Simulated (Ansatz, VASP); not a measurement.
## Two plane-wave programs on Al

```
CELL_PARAMETERS angstrom
2.02081 -2.02081 4.04162
4.04162 2.02081 2.02081
-2.02081 2.02081 4.04162
ATOMIC_POSITIONS crystal
Al 0.00000 0.00000 0.00000
Al 0.33333 0.33333 0.00000
Al 0.66667 0.66667 0.00000
Al 0.50000 0.00000 0.50000
Al 0.16667 0.66667 0.50000
Al 0.83333 0.33333 0.50000
```

Alike in both runs: task relaxation of cell and atoms; functional PBE; k mesh 8 × 8 × 8; occupations gaussian, width 0.1 eV; no spin polarisation.

```csv
,VASP,Ansatz
version,VASP 6.6.1,Ansatz 0.2.0
potentials or method,"VASP PAW PBE potentials, release 64 (Al), cutoff 600 eV","scalar-relativistic, plane waves, PAW"
valence electrons in the cell,18,18
```

```tsv
	VASP	Ansatz	Ansatz less VASP
gap on the k mesh at the Fermi level, each at its own relaxed structure (eV)	none	none	-
relaxed volume (Å³/atom)	16.44	16.48	+0.045
relaxed cell length with the largest relative difference (Å)	4.943	5.016	+0.0727
```

A gap of «none» marks a metal or a gap that the smearing closes.
